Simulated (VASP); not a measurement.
A run of VASP 6.6.1 is set up as follows.

POSCAR

```
P
1.0
    3.3084384766      0.0000000000      0.0000000000
   -1.6542192383      2.8651917676      0.0000000000
    0.0000000000      0.0000000000      3.2353219696
P
2
Direct
    0.3333333333      0.6666666667      0.2500000000
    0.6666666667      0.3333333333      0.7500000000
```

File INCAR.step1:

```
PREC = Accurate
ENCUT = 600
ISMEAR = 0
SIGMA = 0.1
LREAL = F
LASPH = T
NELM = 60
GGA = PE
ALGO = Normal
EDIFF = 1E-4
LWAVE = T
LCHARG = F
```

File INCAR.step2:

```
PREC = Accurate
ENCUT = 600
EDIFF = 1E-6
ISMEAR = 0
SIGMA = 0.1
LREAL = F
LASPH = T
NELM = 60
ALGO = Normal
ISIF = 3
LWAVE = F
LCHARG = F
METAGGA = R2SCAN
LMIXTAU = T
IBRION = 2
NSW = 90
EDIFFG = -0.04
ISTART = 1
```

KPOINTS

```
Automatic mesh
0
Gamma
  6 6 6
```

Potentials or basis: VASP PAW PBE potentials, release 64 (P).

Command:

```bash
$ cat potpaw_PBE.64/P/POTCAR > POTCAR
$ cp INCAR.step1 INCAR
$ mpirun -np 1 vasp_std > vasp.out
$ cp INCAR.step2 INCAR
$ mpirun -np 1 vasp_std > vasp.out
```

Q: Predict the relaxed cell.

A: a = 3.264 Å, b = 3.264 Å, c = 3.197 Å, α = 90.00°, β = 90.00°, γ = 120.00°.

Q: Estimate the relaxed volume.

A: 14.75 Å³/atom.

Final structure:
```
P
1.0
     3.26390    0.00000    0.00000
    -1.63195    2.82662    0.00000
     0.00000    0.00000    3.19722
P
2
Direct
  0.33333 0.66667 0.25000
  0.66667 0.33333 0.75000
```

Caveat: the k points lie up to 0.37 Å⁻¹ apart in the final cell; the PAW data sets were made with another functional, which shifts forces and pressure a little.
